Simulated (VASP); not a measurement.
Mo:

```
Mo
1.0
     2.80466    0.00000    0.00000
    -1.40233    2.42890    0.00000
     0.00000    0.00000    4.58001
Mo
2
Direct
  0.33333 0.66667 0.25000
  0.66667 0.33333 0.75000
```

This isn't the form of Mo at room conditions, which is bcc.

| Quantity | Value |
| --- | --- |
| Program | VASP 6.6.1 |
| Task | relaxation of cell and atoms |
| Functional | PBE |
| Dispersion | D3(BJ) |
| Potentials or basis | VASP PAW PBE potentials, release 64 (Mo_sv) |
| Cutoff | 500 eV |
| k mesh | 18 × 18 × 10 |
| Occupations | gaussian, width 0.1 eV |
| Spin | no spin polarisation |

At the start: pressure -0.7 GPa; volume 15.60 Å³/atom.

Task: Where does the relaxation end?

Result: Over 29 steps the energy falls by 27.6 meV/atom and the volume is 15.66 Å³/atom (+0.4 %); space group P6_3/mmc (No. 194, to 0.1 Å) before and after.

The path:
```csv
step,energy change (eV),largest force (eV/Å),pressure (GPa),volume (Å³)
1,0.0000,0.0000,-0.74,31.20
2,-0.0103,0.0000,2.34,30.87
3,0.0021,0.0000,12.99,29.87
4,-0.0168,0.0000,5.17,30.58
5,-0.0173,0.0000,7.54,30.35
6,-0.0177,0.0000,6.74,30.43
7,-0.0186,0.0000,6.87,30.42
8,-0.0208,0.0000,7.27,30.39
9,-0.0238,0.0000,8.09,30.33
10,-0.0217,0.0000,9.89,30.20
11,-0.0245,0.0000,8.66,30.29
12,-0.0286,0.0000,8.08,30.35
13,-0.0390,0.0000,6.41,30.55
14,-0.0515,0.0000,3.19,30.95
15,-0.0441,0.0000,-2.57,31.74
16,-0.0536,0.0000,1.19,31.21
17,-0.0536,0.0000,1.34,31.19
18,-0.0542,0.0000,1.11,31.21
19,-0.0551,0.0000,0.47,31.27
20,-0.0553,0.0000,0.15,31.30
21,-0.0553,0.0000,0.12,31.31
22,-0.0553,0.0000,0.07,31.31
23,-0.0553,0.0000,0.00,31.32
24,-0.0553,0.0000,-0.02,31.33
25,-0.0553,0.0000,-0.02,31.33
26,-0.0553,0.0000,-0.02,31.33
27,-0.0553,0.0000,-0.01,31.32
28,-0.0553,0.0000,0.02,31.32
29,-0.0553,0.0000,0.00,31.32
```

Final structure:
```cif
data_structure
_symmetry_space_group_name_H-M 'P 1'
_symmetry_Int_Tables_number 1
_cell_length_a 2.7344
_cell_length_b 2.7344
_cell_length_c 4.8375
_cell_angle_alpha 90.000
_cell_angle_beta 90.000
_cell_angle_gamma 120.000
_cell_volume 31.32
loop_
_atom_site_label
_atom_site_type_symbol
_atom_site_fract_x
_atom_site_fract_y
_atom_site_fract_z
_atom_site_occupancy
Mo1 Mo 0.33333 0.66667 0.25000 1
Mo2 Mo 0.66667 0.33333 0.75000 1
```
